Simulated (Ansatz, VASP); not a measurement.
## In: VASP beside Ansatz

File POSCAR:

```
In
1.0
    5.9358781157      0.0000000000      0.0000000000
    0.0000000000      5.9358781157      0.0000000000
    0.0000000000      0.0000000000      5.9358781157
In
8
Direct
    0.0000000000      0.0000000000      0.0000000000
    0.5000000000      0.5000000000      0.5000000000
    0.2500000000      0.0000000000      0.5000000000
    0.7500000000      0.0000000000      0.5000000000
    0.5000000000      0.2500000000      0.0000000000
    0.5000000000      0.7500000000      0.0000000000
    0.0000000000      0.5000000000      0.2500000000
    0.0000000000      0.5000000000      0.7500000000
```

The input INCAR.step1:

```
PREC = Accurate
ENCUT = 600
ISMEAR = -1
SIGMA = 0.1
LREAL = F
LASPH = T
NELM = 100
GGA = PE
ALGO = Normal
EDIFF = 1E-4
LWAVE = T
LCHARG = F
```

The input INCAR.step2:

```
PREC = Accurate
ENCUT = 600
EDIFF = 1E-6
ISMEAR = -1
SIGMA = 0.1
LREAL = F
LASPH = T
NELM = 100
ALGO = Normal
ISIF = 3
LWAVE = F
LCHARG = F
METAGGA = R2SCAN
LMIXTAU = T
IBRION = 2
NSW = 80
EDIFFG = -0.01
ISTART = 1
```

The input KPOINTS:

```
regular mesh
0
Gamma
  5 5 5
```

Input for Ansatz:

```yaml
crystal:
  lattice:
    - [5.9358781157, 0.0, 0.0]
    - [0.0, 5.9358781157, 0.0]
    - [0.0, 0.0, 5.9358781157]
  atoms:
    - { symbol: In, position: [0.0, 0.0, 0.0] }
    - { symbol: In, position: [0.5, 0.5, 0.5] }
    - { symbol: In, position: [0.25, 0.0, 0.5] }
    - { symbol: In, position: [0.75, 0.0, 0.5] }
    - { symbol: In, position: [0.5, 0.25, 0.0] }
    - { symbol: In, position: [0.5, 0.75, 0.0] }
    - { symbol: In, position: [0.0, 0.5, 0.25] }
    - { symbol: In, position: [0.0, 0.5, 0.75] }
hamiltonian:
  xc: r2scan
  pseudopotentials:
    kind: paw
    azcp:
      In: "pseudopotentials/In.paw.azcp"
basis:
  ecutwfc: 500
  fft_grid_basis: typed
kpoints:
  mp_grid: { grid: [5, 5, 5], shift: [0, 0, 0] }
magnetization:
  spin_polarized: false
scf:
  occupations: { method: fermi_dirac, width: 0.1 }
relax:
  max_steps: 60
  f_tol: 0.01
  cell: {}
```

Alike in both runs: task relaxation of cell and atoms; functional r2SCAN; k mesh 5 × 5 × 5; occupations fermi-dirac, width 0.1 eV; no spin polarisation.

|  | VASP | Ansatz |
| --- | --- | --- |
| version | VASP 6.6.1 | Ansatz 0.2.0 |
| potentials or method | VASP PAW PBE potentials, release 64 (In_d), cutoff 600 eV | plane waves (500 eV) with PAW, scalar-relativistic |
| valence electrons in the cell | 104 | 104 |

```tsv
	VASP	Ansatz	Ansatz less VASP
relaxed volume (Å³/atom)	27.06	27.11	+0.047
relaxed cell length with the largest relative difference (Å)	6.005	6.008	+0.0034
```

VASP's potentials were made for PBE, not for r2SCAN.
